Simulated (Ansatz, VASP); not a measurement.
**Two plane-wave programs on TiO2**

The input INCAR:

```
PREC     = Accurate       # precision mode
ENCUT    = 520            # plane-wave cutoff, eV
EDIFF    = 1E-7           # SCF threshold, eV
ISMEAR   = 0              # smearing method
SIGMA    = 0.05           # smearing width, eV
LREAL    = F              # projectors in reciprocal space
LASPH    = T              # aspherical terms in the spheres
NELM     = 80             # most SCF steps
ALGO     = Normal         # electronic algorithm
ISIF     = 2              # what is computed and relaxed
LWAVE    = F              # write WAVECAR
LCHARG   = F              # write CHGCAR
GGA      = PS             # functional
NBANDS   = 33             # bands
```

Contents of KPOINTS:

```
regular mesh
0
Gamma
  6 6 10
```

POSCAR

```
TiO2
1.0
    4.5912476203      0.0401734167      0.0000000000
    0.0401734167      4.5912476203      0.0000000000
    0.0000000000      0.0000000000      2.9389940195
Ti O
2 4
Direct
    0.0000000000      0.0000000000      0.0000000000
    0.5000000000      0.5000000000      0.5000000000
    0.3044387440      0.3044387440      0.0000000000
    0.1955612560      0.8044387440      0.5000000000
    0.6955612560      0.6955612560      0.0000000000
    0.8044387440      0.1955612560      0.5000000000
```

Input for Ansatz:

```yaml
crystal:
  lattice:
    - [4.5912476203, 0.0401734167, 0.0]
    - [0.0401734167, 4.5912476203, 0.0]
    - [0.0, 0.0, 2.9389940195]
  atoms:
    - { symbol: Ti, position: [0.0, 0.0, 0.0] }
    - { symbol: Ti, position: [0.5, 0.5, 0.5] }
    - { symbol: O, position: [0.304438744, 0.304438744, 0.0] }
    - { symbol: O, position: [0.195561256, 0.804438744, 0.5] }
    - { symbol: O, position: [0.695561256, 0.695561256, 0.0] }
    - { symbol: O, position: [0.804438744, 0.195561256, 0.5] }
basis:
  ecutwfc: 420
kpoints:
  mp_grid: { grid: [6, 6, 10] }
hamiltonian:
  xc: pbesol
scf:
  occupations: { method: gaussian, width: 0.05 }
output:
  forces: true
  stress: true
  eigenvalues: true
```

Change from the starting cell: strain +0.0175 x Voigt [0, 0, 0, 0, 0, 1], atoms carried along.

Alike in both runs: task single point; functional PBEsol; k mesh 6 × 6 × 10; occupations gaussian, width 0.05 eV; no spin polarisation.

|  | VASP | Ansatz |
| --- | --- | --- |
| version | VASP 6.6.1 | Ansatz 0.2.0 |
| potentials or method | VASP PAW PBE potentials, release 64 (Ti_sv, O), cutoff 520 eV | scalar-relativistic, plane waves, PAW |
| valence electrons in the cell | 48 | 48 |

|  | VASP | Ansatz | Ansatz less VASP |
| --- | --- | --- | --- |
| gap on the k mesh at the Fermi level (eV) | 1.84 | 1.87 | +0.028 |
| least direct gap on the mesh (eV) | 1.84 | 1.87 | +0.028 |
| pressure (GPa) | 0.8 | 0.1 | -0.67 |
| traceless stress, the component that is largest in VASP (GPa) | -4.05 | -4.03 | +0.029 |
| rms of the force components (eV/Å) | 0.017 | 0.014 | -0.0028 |

VASP's potentials were made for PBE, not for PBEsol. Atom by atom the forces differ by 0.012 eV/Å (rms over components).
